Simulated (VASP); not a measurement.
# Al (I4/mmm) in VASP: a series of runs

Al is run at these levels: PBE; tasks: single point.

All numbers are computed with VASP 6.6.1; they aren't measurements. Logs are shortened: lines on timing, memory, paths and dates and some standing lists are left out, and cuts for length are marked.

## 1. The cell of the first run

Symmetry: I4/mmm, No. 139, tetragonal system. The conventional cell has a = 2.804 Å, b = 2.804 Å, c = 4.075 Å, α = 90.00°, β = 90.00°, γ = 90.00°. Al (site symmetry 4/mmm) has 12 Al at 2.80 to 2.84 Å within 3.7 Å.

## 2. Single point, PBE (volume 16.025 Å^3 an atom, c/a of the conventional cell 1.4530)

File INCAR:

```
SYSTEM = Al
  PREC = Accurate
  ENCUT = 520
  EDIFF = 1E-6
  ISMEAR = 0
  SIGMA = 0.15
  LREAL = .FALSE.
  LASPH = .TRUE.
  NELM = 80
  ALGO = Fast
  ISIF = 2
  LWAVE = .FALSE.
  LCHARG = .TRUE.
  GGA = PE
  LELF = .TRUE.
  LVHAR = .TRUE.
  NBANDS = 8
```

File KPOINTS:

```
Automatic mesh
0
G
  22 22 22
  0 0 0
```

File POSCAR:

```
Al
1.0
   -1.4022457881      1.4022457881      2.0374631300
    1.4022457881     -1.4022457881      2.0374631300
    1.4022457881      1.4022457881     -2.0374631300
Al
1
Direct
    0.0000000000      0.0000000000      0.0000000000
```

Potentials or basis: VASP PAW PBE potentials, release 64 (Al).

Launch:

```console
$ cat potpaw_PBE.64/Al/POTCAR > POTCAR
$ mpirun -np 1 vasp_std > vasp.out
```

OUTCAR:

```text
SYSTEM = Al
   PREC = Accurate
   ENCUT = 520
   EDIFF = 1E-6
   ISMEAR = 0
   LREAL = .FALSE.
   LASPH = .TRUE.
   NELM = 80
   ISIF = 2
   GGA = PE

 ion  position               nearest neighbor table
   1  0.000  0.000  0.000-

  LATTYP: Found a body centered tetragonal cell.
 ALAT       =     2.8044915762
 C/A-ratio  =     1.4529999999

  Lattice vectors:

 A1 = (  -1.4022457881,   1.4022457881,   2.0374631300)
 A2 = (   1.4022457881,  -1.4022457881,   2.0374631300)
 A3 = (   1.4022457881,   1.4022457881,  -2.0374631300)

Analysis of symmetry for initial positions (statically):
=====================================================================
 Subroutine PRICEL returns:
 Original cell was already a primitive cell.

 Routine SETGRP: Setting up the symmetry group for a
 body centered tetragonal supercell.

 Subroutine GETGRP returns: Found 16 space group operations
 (whereof 16 operations were pure point group operations)
 out of a pool of 16 trial point group operations.

The static configuration has the point symmetry D_4h.

Analysis of symmetry for dynamics (positions and initial velocities):
=====================================================================
 Subroutine PRICEL returns:
 Original cell was already a primitive cell.

 Routine SETGRP: Setting up the symmetry group for a
 body centered tetragonal supercell.

 Subroutine GETGRP returns: Found 16 space group operations
 (whereof 16 operations were pure point group operations)
 out of a pool of 16 trial point group operations.

The dynamic configuration has the point symmetry D_4h.

 Subroutine INISYM returns: Found 16 space group operations
 (whereof 16 operations are pure point group operations),
 and found     1 'primitive' translations

----------------------------------------------------------------------------------------

                                     Primitive cell

  volume of cell :      16.0250

  direct lattice vectors                    reciprocal lattice vectors
    -1.402245788  1.402245788  2.037463130     0.000000000  0.356570870  0.245403214
     1.402245788 -1.402245788  2.037463130     0.356570870  0.000000000  0.245403214
     1.402245788  1.402245788 -2.037463130     0.356570870  0.356570870  0.000000000

  length of vectors
     2.843209895  2.843209895  2.843209895     0.432857393  0.432857393  0.504267360

  position of ions in fractional coordinates (direct lattice)
     0.000000000  0.000000000  0.000000000

  ion indices of the primitive-cell ions
   primitive index   ion index
                 1           1

----------------------------------------------------------------------------------------

 KPOINTS: Automatic mesh

Automatic generation of k-mesh.
 Grid dimensions read from file:
 generate k-points for:   22   22   22

 Generating k-lattice:

  Cartesian coordinates                     Fractional coordinates (reciprocal lattice)
     0.000000000  0.016207767  0.011154692     0.045454545  0.000000000  0.000000000
     0.016207767  0.000000000  0.011154692     0.000000000  0.045454545  0.000000000
     0.016207767  0.016207767  0.000000000     0.000000000  0.000000000  0.045454545

  Length of vectors
     0.019675336  0.019675336  0.022921244

  Shift w.r.t. Gamma in fractional coordinates (k-lattice)
     0.000000000  0.000000000  0.000000000

 Subroutine IBZKPT returns following result:
 ===========================================

 Found    834 irreducible k-points:

 Following reciprocal coordinates:
            Coordinates               Weight
  0.000000  0.000000  0.000000      1.000000
  0.045455 -0.000000  0.000000      8.000000
  0.090909 -0.000000  0.000000      8.000000
  0.136364  0.000000 -0.000000      8.000000
  0.181818 -0.000000  0.000000      8.000000
  0.227273  0.000000 -0.000000      8.000000
[... 16 lines left out ...]
  0.500000  0.045455  0.000000     16.000000
 -0.454545  0.045455  0.000000     16.000000
 [... further k-points ...]
   k-points           NKPTS =    834   k-points in BZ     NKDIM =    834   number of bands    NBANDS=      8
   number of dos      NEDOS =    301   number of ions     NIONS =      1
   total plane-waves  NPLWV =  13824
   dimension x,y,z NGX =    24 NGY =   24 NGZ =   24
   dimension x,y,z NGXF=    48 NGYF=   48 NGZF=   48
   ions per type =               1
   NGX,Y,Z   is equivalent  to a cutoff of  14.03, 14.03, 14.03 a.u.
   NGXF,Y,Z  is equivalent  to a cutoff of  28.07, 28.07, 28.07 a.u.
 SYSTEM =  Al
   PREC   = accura    normal or accurate (medium, high low for compatibility)
   ISTART =      0    job   : 0-new  1-cont  2-samecut
   ICHARG =      2    charge: 1-file 2-atom 10-const
   ISPIN  =      1    spin polarized calculation?
   LNONCOLLINEAR =      F non collinear calculations
   LSORBIT =      F    spin-orbit coupling
   LASPH  =      T    aspherical Exc in radial PAW
   ENCUT  =  520.0 eV  38.22 Ry    6.18 a.u.   5.29  5.29  5.29*2*pi/ulx,y,z
   NELM   =     80;   NELMIN=  2; NELMDL= -5     # of ELM steps
   EDIFF  = 0.1E-05   stopping-criterion for ELM
   LREAL  =      F    real-space projection
   EDIFFG = 0.1E-04   stopping-criterion for IOM
   NSW    =      0    number of steps for IOM
   IBRION =     -1    ionic relax: 0-MD 1-quasi-New 2-CG
   NFREE  =      0    steps in history (QN), initial steepest desc. (CG)
   ISIF   =      2    stress and relaxation
   ISYM   =      2    0-nonsym 1-usesym 2-fastsym
   POTIM  = 0.5000    time-step for ionic-motion
   TEBEG  =    0.0;   TEEND  =   0.0 temperature during run
   PSTRESS=    0.0 pullay stress
   NELECT =       3.0000    total number of electrons
   NUPDOWN=      -1.0000    fix difference up-down
   EMIN   =  10.00;   EMAX   =-10.00  energy-range for DOS
   EFERMI =   0.00;   METHOD = LEGACY
   ISMEAR =     0;   SIGMA  =   0.15  broadening in eV -4-tet -1-fermi 0-gaus
   EFERMI_NEDOS =   21; number of points for ismear=-14 and -15
   IALGO  =     68    algorithm
   IMIX   =      4    mixing-type and parameters
     AMIX     =   0.40;   BMIX     =  1.00
     AMIX_MAG =   1.60;   BMIX_MAG =  1.00
  volume/ion in A,a.u.               =      16.03       108.14
  Fermi-wavevector in a.u.,A,eV,Ry     =   0.936518  1.769761 11.933194  0.877065
  Thomas-Fermi vector in A             =   2.063535
   LORBIT       =      0    0 simple, 1 ext, 2 COOP (PROOUT), +10 PAW based schemes
   GGA     = PE    functional components
   LHFCALC =     F    Hartree Fock is set to
   AEXX    =    0.0000 exact exchange contribution
   IVDW    =     0    specifies the selected vdW correction
   LEPSILON=     F    determine dielectric tensor
   LRPA    =     F    only Hartree local field effects (RPA)
 non-spin polarized calculation
 RMM-DIIS sequential band-by-band and
 Gauss-broadening in eV      SIGMA  =   0.15
  energy-cutoff  :      520.00
  volume of cell :       16.03
 maximum number of plane-waves:       448
 NGX is ok and might be reduce to    24
   NGX = 11   NGY = 11   NGZ = 11

 number of electron       3.0000000 magnetization

 Free energy of the ion-electron system (eV)
  ---------------------------------------------------
  ext. energy  EPLUGINS =         0.00000000
  ---------------------------------------------------
  free energy    TOTEN  =        -3.74404831 eV

  energy without entropy =       -3.73960457  energy(sigma->0) =       -3.74182644

 E-fermi :   8.2985     XC(G=0): -10.3026

 val. band max:        8.2957525471   @ k =  -0.4545   0.4545   0.0909
 cond. band min:       8.3003926137   @ k =   0.3636   0.3636  -0.0000
 fundamental gap:      0.0046400666
 Fermi energy:         8.2984639286

 k-point     1 :       0.0000    0.0000    0.0000
  band No.  band energies     occupation
      1      -3.0294      2.00000
      2      20.8980      0.00000
      3      21.2014      0.00000
      4      21.2014      0.00000
      5      22.7833      0.00000
      6      22.7833      0.00000
      7      22.8685      0.00000
      8      24.9992      0.00000

 k-point     2 :       0.0455   -0.0000    0.0000
  band No.  band energies     occupation
      1      -2.9721      2.00000
      2      19.9634      0.00000
      3      20.8085      0.00000
      4      20.9978      0.00000
      5      23.0792      0.00000
      6      23.1174      0.00000
      7      23.2848      0.00000
      8      25.6218      0.00000

 k-point     3 :       0.0909   -0.0000    0.0000
  band No.  band energies     occupation
      1      -2.8004      2.00000
      2      18.1710      0.00000
      3      20.3868      0.00000
      4      20.6120      0.00000
      5      23.4027      0.00000
      6      23.7360      0.00000
      7      23.7883      0.00000
      8      26.3074      0.00000

 k-point     4 :       0.1364    0.0000   -0.0000
  band No.  band energies     occupation
      1      -2.5146      2.00000
      2      16.3020      0.00000
      3      19.9715      0.00000
      4      20.2377      0.00000
      5      23.3016      0.00000
      6      24.4113      0.00000
      7      24.5193      0.00000
      8      25.6226      0.00000

 k-point     5 :       0.1818   -0.0000    0.0000
  band No.  band energies     occupation
      1      -2.1156      2.00000
      2      14.4598      0.00000
      3      19.6168      0.00000
      4      19.9297      0.00000
      5      23.1443      0.00000
      6      24.0604      0.00000
      7      24.9261      0.00000
      8      26.0534      0.00000

 k-point     6 :       0.2273    0.0000   -0.0000
  band No.  band energies     occupation
      1      -1.6042      2.00000
      2      12.6765      0.00000
      3      19.3417      0.00000
      4      19.7046      0.00000
      5      22.9976      0.00000
      6      23.2477      0.00000
      7      24.2324      0.00000
      8      26.8713      0.00000

 k-point     7 :       0.2727    0.0000    0.0000
  band No.  band energies     occupation
      1      -0.9817      2.00000
      2      10.9673      0.00000
      3      19.1539      0.00000
      4      19.5688      0.00000
      5      22.4186      0.00000
      6      22.9310      0.00000
      7      23.3861      0.00000
      8      27.0927      0.00000

 k-point     8 :       0.3182   -0.0000    0.0000
  band No.  band energies     occupation
      1      -0.2496      2.00000
      2       9.3406      0.00000
      3      19.0570      0.00000
      4      19.5251      0.00000
      5      21.6794      0.00000
      6      22.5935      0.00000
      7      22.9202      0.00000
      8      26.2987      0.00000

 k-point     9 :       0.3636    0.0000   -0.0000
  band No.  band energies     occupation
      1       0.5904      2.00000
      2       7.8022      2.00000
      3      19.0530      0.00000
      4      19.5750      0.00000
      5      21.0232      0.00000
      6      21.8831      0.00000
      7      23.0002      0.00000
      8      25.5669      0.00000

 k-point    10 :       0.4091   -0.0000    0.0000
  band No.  band energies     occupation
      1       1.5359      2.00000
      2       6.3565      2.00000
      3      19.1428      0.00000
      4      19.7189      0.00000
      5      20.4581      0.00000
      6      21.2636      0.00000
      7      23.1748      0.00000
      8      24.9135      0.00000
[... 78 lines left out ...]
 k-point    18 :       0.2727    0.0455    0.0000
  band No.  band energies     occupation
      1      -0.7077      2.00000
      2      10.4772      0.00000
      3      18.1336      0.00000
      4      20.2195      0.00000
      5      21.3804      0.00000
      6      23.1579      0.00000
      7      23.4382      0.00000
      8      27.4553      0.00000

 k-point    19 :       0.3182    0.0455    0.0000
  band No.  band energies     occupation
      1       0.0590      2.00000
      2       8.8808      0.00000
      3      18.1095      0.00000
      4      20.1697      0.00000
      5      20.6551      0.00000
      6      22.4766      0.00000
      7      23.3698      0.00000
      8      26.7959      0.00000

 k-point    20 :       0.3636    0.0455    0.0000
  band No.  band energies     occupation
      1       0.9329      2.00000
      2       7.3734      2.00000
      3      18.1821      0.00000
      4      20.0167      0.00000
      5      20.2141      0.00000
      6      21.8054      0.00000
      7      23.4671      0.00000
      8      26.1144      0.00000

 k-point    21 :       0.4091    0.0455    0.0000
  band No.  band energies     occupation
      1       1.9114      2.00000
      2       5.9596      2.00000
      3      18.3513      0.00000
      4      19.4773      0.00000
      5      20.3453      0.00000
      6      21.2217      0.00000
      7      23.6663      0.00000
      8      25.4978      0.00000

 k-point    22 :       0.4545    0.0455    0.0000
  band No.  band energies     occupation
      1       2.9878      2.00000
      2       4.6474      2.00000
      3      18.6152      0.00000
      4      19.0339      0.00000
      5      20.5475      0.00000
      6      20.7566      0.00000
      7      23.9650      0.00000
      8      24.9643      0.00000

 k-point    23 :       0.5000    0.0455    0.0000
  band No.  band energies     occupation
      1       3.3855      2.00000
      2       4.2141      2.00000
      3      18.6756      0.00000
      4      18.9854      0.00000
      5      20.3164      0.00000
      6      20.9176      0.00000
      7      24.3542      0.00000
      8      24.5300      0.00000

 k-point    24 :      -0.4545    0.0455    0.0000
  band No.  band energies     occupation
      1       2.2851      2.00000
      2       5.4790      2.00000
      3      18.4255      0.00000
      4      19.4317      0.00000
      5      20.0328      0.00000
      6      21.3318      0.00000
      7      24.1686      0.00000
      8      24.8604      0.00000

 [... further k-points ...]
[... 5 lines left out ...]
  --------------------------------------------------------------------------------------
  -------------------------------------------------------------------------------------
  Total        0.3118485      0.3118485      0.0996423      0.0000000     -0.0000000      0.0000000
  in kB       31.1785692     31.1785692      9.9622251      0.0000000     -0.0000000      0.0000000
  external PRESSURE =      24.1064545 kB  Pullay stress =       0.0000000 kB

 VOLUME and BASIS-vectors are now :
 -----------------------------------------------------------------------------
  energy-cutoff  :      520.00
  volume of cell :       16.03
      direct lattice vectors                 reciprocal lattice vectors
    -1.402245788  1.402245788  2.037463130     0.000000000  0.356570870  0.245403214
     1.402245788 -1.402245788  2.037463130     0.356570870  0.000000000  0.245403214
     1.402245788  1.402245788 -2.037463130     0.356570870  0.356570870  0.000000000

 POSITION                                       TOTAL-FORCE (eV/Angst)
 -----------------------------------------------------------------------------------
      0.00000      0.00000      0.00000        -0.000000      0.000000      0.000000
 -----------------------------------------------------------------------------------
    total drift:                                0.000000     -0.000000     -0.000000

  FREE ENERGIE OF THE ION-ELECTRON SYSTEM (eV)
  ---------------------------------------------------
  free  energy   TOTEN  =        -3.7440483099 eV

  energy  without entropy=       -3.7396045750  energy(sigma->0) =       -3.74182644
```

Wall time 42 s (1 thread of Intel Xeon Platinum 8488C (Sapphire Rapids), shared host); peak memory 0.21 GiB.

What came out:

```yaml
Free_energy: -3.7440 eV
Pressure: 2.4 GPa
```

Stress tensor (GPa, compression positive):
```
3.12 0.00 0.00
0.00 3.12 0.00
0.00 0.00 1.00
```

## 3. Single point, PBE (volume 17.831 Å^3 an atom, c/a of the conventional cell 1.4530)

File INCAR:

```
SYSTEM = Al
  PREC = Accurate
  ENCUT = 520
  EDIFF = 1E-7
  ISMEAR = 0
  SIGMA = 0.15
  LREAL = .FALSE.
  LASPH = .TRUE.
  NELM = 60
  ALGO = Normal
  ISIF = 2
  LWAVE = .FALSE.
  LCHARG = .FALSE.
  GGA = PE
  NBANDS = 8
```

KPOINTS is that of step 2.

File POSCAR:

```
Al
1.0
   -1.4530593883      1.4530593883      2.1112952912
    1.4530593883     -1.4530593883      2.1112952912
    1.4530593883      1.4530593883     -2.1112952912
Al
1
Direct
    0.0000000000      0.0000000000      0.0000000000
```

Potentials or basis: VASP PAW PBE potentials, release 64 (Al).

Launch:

```console
$ cat potpaw_PBE.64/Al/POTCAR > POTCAR
$ mpirun -np 1 vasp_std > vasp.out
```

Wall time 1.7 min (1 thread of AMD EPYC 7R43 (Zen 3), shared host); peak memory 0.18 GiB.

The run converged. Its results:

| Property | Result |
| --- | --- |
| Free energy | -3.7250 eV |
| Pressure | -5.0 GPa |

Stress tensor (GPa, compression positive):
```
-4.58  0.00  0.00
 0.00 -4.58  0.00
 0.00  0.00 -5.95
```

Levels at points of the mesh, in eV from the Fermi level:
```tsv
k point	band 1	band 2	band 3	band 4	band 5	band 6
(0.00, 0.00, 0.00)	-10.58	12.04	12.33	12.33	13.13	13.13
(0.50, 0.00, 0.00)	-4.26	-4.25	10.29	10.82	10.95	11.43
(0.50, 0.50, 0.00)	-2.59	-1.39	5.03	5.17	5.22	8.24
(0.50, 0.50, 0.50)	-2.95	-1.93	5.46	5.59	5.59	8.74
```

## 4. Single point, PBE (volume 18.282 Å^3 an atom, c/a of the conventional cell 1.4530)

File INCAR:

```
SYSTEM = Al
ALGO = Fast
EDIFF = 1E-7
ENCUT = 520
GGA = PE
ISIF = 2
ISMEAR = 0
LASPH = .TRUE.
LCHARG = .FALSE.
LREAL = .FALSE.
LWAVE = .FALSE.
NBANDS = 8
NELM = 100
PREC = Accurate
SIGMA = 0.15
```

File KPOINTS:

```
k-points
0
G
  22 22 22
  0 0 0
```

File POSCAR:

```
Al
1.0
   -1.4652082871      1.4652082871      2.1289476411
    1.4652082871     -1.4652082871      2.1289476411
    1.4652082871      1.4652082871     -2.1289476411
Al
1
Direct
    0.0000000000      0.0000000000      0.0000000000
```

Launch:

```console
$ cat potpaw_PBE.64/Al/POTCAR > POTCAR
$ mpirun -np 1 vasp_std > vasp.out
```

It took 2.5 min on 1 thread of AMD EPYC 7R43 (Zen 3), shared host; peak memory 0.18 GiB.

It converged, with:

```yaml
Free_energy: -3.7090 eV
Pressure: -6.3 GPa
```

Stress tensor (GPa, compression positive):
```
-5.87  0.00  0.00
 0.00 -5.87  0.00
 0.00  0.00 -7.06
```

Levels at points of the mesh, in eV from the Fermi level:
```csv
k point,band 1,band 2,band 3,band 4,band 5
"(0.00, 0.00, 0.00)",-10.42,11.92,12.20,12.20,12.83
"(0.50, 0.00, 0.00)",-4.22,-4.16,10.06,10.70,10.72
"(0.50, 0.50, 0.00)",-2.53,-1.39,4.92,5.12,5.17
"(0.50, 0.50, 0.50)",-2.88,-1.93,5.45,5.48,5.48
```

## 5. Overview

| cell | gap on the mesh (eV) | pressure (GPa) |
| --- | --- | --- |
| a = 2.843 Å, angles 120.9, 120.9, 88.4°, 1 atom | none | 2.4 |
| a = 2.946 Å, angles 120.9, 120.9, 88.4°, 1 atom | none | -5.0 |
| a = 2.971 Å, angles 120.9, 120.9, 88.4°, 1 atom | none | -6.3 |

Alike in all rows: task single point; level PBE; potentials or basis VASP PAW PBE potentials, release 64 (Al); no spin polarisation; k mesh 22 × 22 × 22; cutoff (eV) 520; smearing gaussian 0.15 eV.

Total energies depend on the potentials used, so only differences within one code and one set of settings carry meaning.
